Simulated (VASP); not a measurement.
# Bi (Im-3m) in VASP: further runs, part 2 of 2

VASP 6.6.1.

**3. Single point, r2SCAN (volume scaled by 1.04)**

The input, POSCAR:

```
Bi
1.0
   -2.0097911225      2.0097911225      2.0097911225
    2.0097911225     -2.0097911225      2.0097911225
    2.0097911225      2.0097911225     -2.0097911225
Bi
1
Direct
    0.0000000000      0.0000000000      0.0000000000
```

The input, INCAR.step1:

```
ALGO = Normal
EDIFF = 1E-5
ENCUT = 550
GGA = PE
GGA_COMPAT = F
ISMEAR = -1
LASPH = T
LCHARG = F
LREAL = F
LWAVE = T
NBANDS = 14
NELM = 120
PREC = Accurate
SIGMA = 0.1
```

The input, INCAR.step2:

```
ALGO = Normal
EDIFF = 1E-6
ENCUT = 550
GGA_COMPAT = F
ISIF = 2
ISMEAR = -1
ISTART = 1
LASPH = T
LCHARG = T
LELF = T
LMIXTAU = T
LREAL = F
LVHAR = T
LWAVE = F
METAGGA = R2SCAN
NBANDS = 14
NELM = 120
PREC = Accurate
SIGMA = 0.1
```

The input, KPOINTS:

```
k-points
0
Gamma
  13 13 13
```

Potentials or basis: VASP PAW PBE potentials, release 64 (Bi_d).

On the command line:

```
> cat potpaw_PBE.64/Bi_d/POTCAR > POTCAR
> cp INCAR.step1 INCAR
> mpirun -np 1 vasp_std > vasp.out
> cp INCAR.step2 INCAR
> mpirun -np 1 vasp_std > vasp.out
```

OUTCAR:

```text
EDIFF = 1E-6
   ENCUT = 550
   ISIF = 2
   ISMEAR = -1
   ISTART = 1
   LASPH = T
   LREAL = F
   METAGGA = R2SCAN
   NELM = 120
   PREC = Accurate

 ion  position               nearest neighbor table
   1  0.000  0.000  0.000-

  LATTYP: Found a body centered cubic cell.
 ALAT       =     4.0195822450

  Lattice vectors:

 A1 = (  -2.0097911225,   2.0097911225,   2.0097911225)
 A2 = (   2.0097911225,  -2.0097911225,   2.0097911225)
 A3 = (   2.0097911225,   2.0097911225,  -2.0097911225)

Analysis of symmetry for initial positions (statically):
=====================================================================
 Subroutine PRICEL returns:
 Original cell was already a primitive cell.

 Routine SETGRP: Setting up the symmetry group for a
 body centered cubic supercell.

 Subroutine GETGRP returns: Found 48 space group operations
 (whereof 48 operations were pure point group operations)
 out of a pool of 48 trial point group operations.

The static configuration has the point symmetry O_h .

Analysis of symmetry for dynamics (positions and initial velocities):
=====================================================================
 Subroutine PRICEL returns:
 Original cell was already a primitive cell.

 Routine SETGRP: Setting up the symmetry group for a
 body centered cubic supercell.

 Subroutine GETGRP returns: Found 48 space group operations
 (whereof 48 operations were pure point group operations)
 out of a pool of 48 trial point group operations.

The dynamic configuration has the point symmetry O_h .

 Subroutine INISYM returns: Found 48 space group operations
 (whereof 48 operations are pure point group operations),
 and found     1 'primitive' translations

----------------------------------------------------------------------------------------

                                     Primitive cell

  volume of cell :      32.4723

  direct lattice vectors                    reciprocal lattice vectors
    -2.009791122  2.009791122  2.009791122     0.000000000  0.248782072  0.248782072
     2.009791122 -2.009791122  2.009791122     0.248782072  0.000000000  0.248782072
     2.009791122  2.009791122 -2.009791122     0.248782072  0.248782072  0.000000000

  length of vectors
     3.481060337  3.481060337  3.481060337     0.351830980  0.351830980  0.351830980

  position of ions in fractional coordinates (direct lattice)
     0.000000000  0.000000000  0.000000000

  ion indices of the primitive-cell ions
   primitive index   ion index
                 1           1

----------------------------------------------------------------------------------------

 KPOINTS: k-points

Automatic generation of k-mesh.
 Grid dimensions read from file:
 generate k-points for:   13   13   13

 Generating k-lattice:

  Cartesian coordinates                     Fractional coordinates (reciprocal lattice)
     0.000000000  0.019137082  0.019137082     0.076923077  0.000000000  0.000000000
     0.019137082  0.000000000  0.019137082     0.000000000  0.076923077  0.000000000
     0.019137082  0.019137082  0.000000000     0.000000000  0.000000000  0.076923077

  Length of vectors
     0.027063922  0.027063922  0.027063922

  Shift w.r.t. Gamma in fractional coordinates (k-lattice)
     0.000000000  0.000000000  0.000000000

 Subroutine IBZKPT returns following result:
 ===========================================

 Found     84 irreducible k-points:

 Following reciprocal coordinates:
            Coordinates               Weight
  0.000000  0.000000  0.000000      1.000000
  0.076923  0.000000  0.000000     12.000000
  0.153846  0.000000  0.000000     12.000000
  0.230769  0.000000  0.000000     12.000000
  0.307692  0.000000  0.000000     12.000000
  0.384615  0.000000  0.000000     12.000000
[... 16 lines left out ...]
  0.153846  0.076923  0.076923     24.000000
  0.230769  0.076923  0.076923     24.000000
 [... further k-points ...]
   k-points           NKPTS =     84   k-points in BZ     NKDIM =     84   number of bands    NBANDS=     14
   number of dos      NEDOS =    301   number of ions     NIONS =      1
   total plane-waves  NPLWV =  21952
   dimension x,y,z NGX =    28 NGY =   28 NGZ =   28
   dimension x,y,z NGXF=    56 NGYF=   56 NGZF=   56
   ions per type =               1
   NGX,Y,Z   is equivalent  to a cutoff of  13.37, 13.37, 13.37 a.u.
   NGXF,Y,Z  is equivalent  to a cutoff of  26.74, 26.74, 26.74 a.u.
 SYSTEM =  unknown system
   PREC   = accura    normal or accurate (medium, high low for compatibility)
   ISTART =      1    job   : 0-new  1-cont  2-samecut
   ICHARG =      0    charge: 1-file 2-atom 10-const
   ISPIN  =      1    spin polarized calculation?
   LNONCOLLINEAR =      F non collinear calculations
   LSORBIT =      F    spin-orbit coupling
   LASPH  =      T    aspherical Exc in radial PAW
   ENCUT  =  550.0 eV  40.42 Ry    6.36 a.u.   6.66  6.66  6.66*2*pi/ulx,y,z
   NELM   =    120;   NELMIN=  2; NELMDL=  0     # of ELM steps
   EDIFF  = 0.1E-05   stopping-criterion for ELM
   LREAL  =      F    real-space projection
   EDIFFG = 0.1E-04   stopping-criterion for IOM
   NSW    =      0    number of steps for IOM
   IBRION =     -1    ionic relax: 0-MD 1-quasi-New 2-CG
   NFREE  =      0    steps in history (QN), initial steepest desc. (CG)
   ISIF   =      2    stress and relaxation
   ISYM   =      2    0-nonsym 1-usesym 2-fastsym
   POTIM  = 0.5000    time-step for ionic-motion
   TEBEG  =    0.0;   TEEND  =   0.0 temperature during run
   PSTRESS=    0.0 pullay stress
   NELECT =      15.0000    total number of electrons
   NUPDOWN=      -1.0000    fix difference up-down
   EMIN   =  10.00;   EMAX   =-10.00  energy-range for DOS
   EFERMI =   0.00;   METHOD = LEGACY
   ISMEAR =    -1;   SIGMA  =   0.10  broadening in eV -4-tet -1-fermi 0-gaus
   EFERMI_NEDOS =   21; number of points for ismear=-14 and -15
   IALGO  =     38    algorithm
   IMIX   =      4    mixing-type and parameters
     AMIX     =   0.40;   BMIX     =  1.00
     AMIX_MAG =   1.60;   BMIX_MAG =  1.00
  volume/ion in A,a.u.               =      32.47       219.13
  Fermi-wavevector in a.u.,A,eV,Ry     =   1.265516  2.391479 21.790151  1.601531
  Thomas-Fermi vector in A             =   2.398765
   LORBIT       =      0    0 simple, 1 ext, 2 COOP (PROOUT), +10 PAW based schemes
   METAGGA = R2SCAN    functional components
   LHFCALC =     F    Hartree Fock is set to
   AEXX    =    0.0000 exact exchange contribution
   IVDW    =     0    specifies the selected vdW correction
   LEPSILON=     F    determine dielectric tensor
   LRPA    =     F    only Hartree local field effects (RPA)
 non-spin polarized calculation
  energy-cutoff  :      550.00
  volume of cell :       32.47
 maximum number of plane-waves:       967
   NGX = 13   NGY = 13   NGZ = 13

 number of electron      15.0000005 magnetization

 Free energy of the ion-electron system (eV)
  ---------------------------------------------------
  ext. energy  EPLUGINS =         0.00000000
  ---------------------------------------------------
  free energy    TOTEN  =       -58.27511650 eV

  energy without entropy =      -58.25541223  energy(sigma->0) =      -58.26526436

 E-fermi :   7.2729     XC(G=0): -10.8352

 val. band max:        7.2724395977   @ k =  -0.3077   0.3846   0.1538
 cond. band min:       7.3862618352   @ k =   0.3077   0.1538   0.0000
 fundamental gap:      0.1138222375
 Fermi energy:         7.2729116669

 k-point     1 :       0.0000    0.0000    0.0000
  band No.  band energies     occupation
      1     -16.4006      2.00000
      2     -16.4006      2.00000
      3     -16.4006      2.00000
      4     -16.2763      2.00000
      5     -16.2763      2.00000
      6      -6.5154      2.00000
      7      12.3381      0.00000
      8      12.3381      0.00000
      9      12.3381      0.00000
     10      16.8708      0.00000
     11      18.5803      0.00000
     12      18.5803      0.00000
     13      18.5803      0.00000
     14      19.2091      0.00000
[... 375 lines left out ...]
 k-point    24 :       0.2308    0.0769    0.0769
  band No.  band energies     occupation
      1     -16.4169      2.00000
      2     -16.3760      2.00000
      3     -16.2920      2.00000
      4     -16.2837      2.00000
      5     -16.2575      2.00000
      6      -4.7108      2.00000
      7       5.0065      2.00000
      8       8.6895      0.00000
      9      10.0632      0.00000
     10      16.1141      0.00000
     11      17.0904      0.00000
     12      19.4446      0.00000
     13      20.4167      0.00000
     14      22.3337      0.00000

 [... further k-points ...]
[... 5 lines left out ...]
  --------------------------------------------------------------------------------------
  -------------------------------------------------------------------------------------
  Total       -0.4174708     -0.4174708     -0.4174708      0.0000000     -0.0000000      0.0000000
  in kB      -20.5979477    -20.5979477    -20.5979477      0.0000000     -0.0000000      0.0000000
  external PRESSURE =     -20.5979477 kB  Pullay stress =       0.0000000 kB

 VOLUME and BASIS-vectors are now :
 -----------------------------------------------------------------------------
  energy-cutoff  :      550.00
  volume of cell :       32.47
      direct lattice vectors                 reciprocal lattice vectors
    -2.009791122  2.009791122  2.009791122     0.000000000  0.248782072  0.248782072
     2.009791122 -2.009791122  2.009791122     0.248782072  0.000000000  0.248782072
     2.009791122  2.009791122 -2.009791122     0.248782072  0.248782072  0.000000000

 POSITION                                       TOTAL-FORCE (eV/Angst)
 -----------------------------------------------------------------------------------
      0.00000      0.00000      0.00000         0.000000      0.000000      0.000000
 -----------------------------------------------------------------------------------
    total drift:                                0.000000     -0.000000     -0.000000

  FREE ENERGIE OF THE ION-ELECTRON SYSTEM (eV)
  ---------------------------------------------------
  free  energy   TOTEN  =       -58.2751164984 eV

  energy  without entropy=      -58.2554122302  energy(sigma->0) =      -58.26526436
```

OUTCAR.step1:

```text
EDIFF = 1E-5
   ENCUT = 550
   GGA = PE
   ISMEAR = -1
   LASPH = T
   LREAL = F
[... 621 lines left out ...]

 POSITION                                       TOTAL-FORCE (eV/Angst)
 -----------------------------------------------------------------------------------
      0.00000      0.00000      0.00000         0.000000     -0.000000      0.000000
 -----------------------------------------------------------------------------------
    total drift:                               -0.000000     -0.000000     -0.000000

  FREE ENERGIE OF THE ION-ELECTRON SYSTEM (eV)
  ---------------------------------------------------
  free  energy   TOTEN  =        -3.7665745405 eV

  energy  without entropy=       -3.7455679339  energy(sigma->0) =       -3.75607124
```

OSZICAR.step1:

```text
N       E                     dE             d eps       ncg     rms          rms(c)
DAV:   1     0.117840459574E+03    0.11784E+03   -0.79544E+03  2376   0.129E+03
DAV:   2     0.327072820198E+01   -0.11457E+03   -0.11076E+03  2562   0.349E+02
DAV:   3    -0.359643263298E+01   -0.68672E+01   -0.68377E+01  2966   0.813E+01
DAV:   4    -0.376268575448E+01   -0.16625E+00   -0.16620E+00  2990   0.135E+01
DAV:   5    -0.376946271774E+01   -0.67770E-02   -0.67768E-02  3358   0.244E+00    0.455E-01
DAV:   6    -0.376644027209E+01    0.30224E-02   -0.78452E-03  3226   0.119E+00    0.279E-01
DAV:   7    -0.376647670400E+01   -0.36432E-04   -0.52734E-03  3108   0.949E-01    0.841E-02
DAV:   8    -0.376657328440E+01   -0.96580E-04   -0.52521E-04  3078   0.327E-01    0.105E-02
DAV:   9    -0.376657454047E+01   -0.12561E-05   -0.90768E-06  2286   0.418E-02
   1 F= -.37665745E+01 E0= -.37560712E+01  d E =-.210066E-01
```

Wall time 1.9 min (1 thread of Intel Xeon 6975P-C (Granite Rapids), shared host); peak memory 0.18 GiB.

Results:

```yaml
Free_energy: -58.2751 eV
Pressure: -2.1 GPa
```

Levels at points of the mesh, in eV from the Fermi level:
```tsv
k point	band 3	band 4	band 5	band 6	band 7	band 8	band 9	band 10	band 11	band 12
(0.00, 0.00, 0.00)	-23.67	-23.55	-23.55	-13.79	5.07	5.07	5.07	9.60	11.31	11.31
```

Caveat: the PAW data sets were made with another functional, which shifts forces and pressure a little; spin-orbit coupling is left out, which moves the levels of the heavy elements.
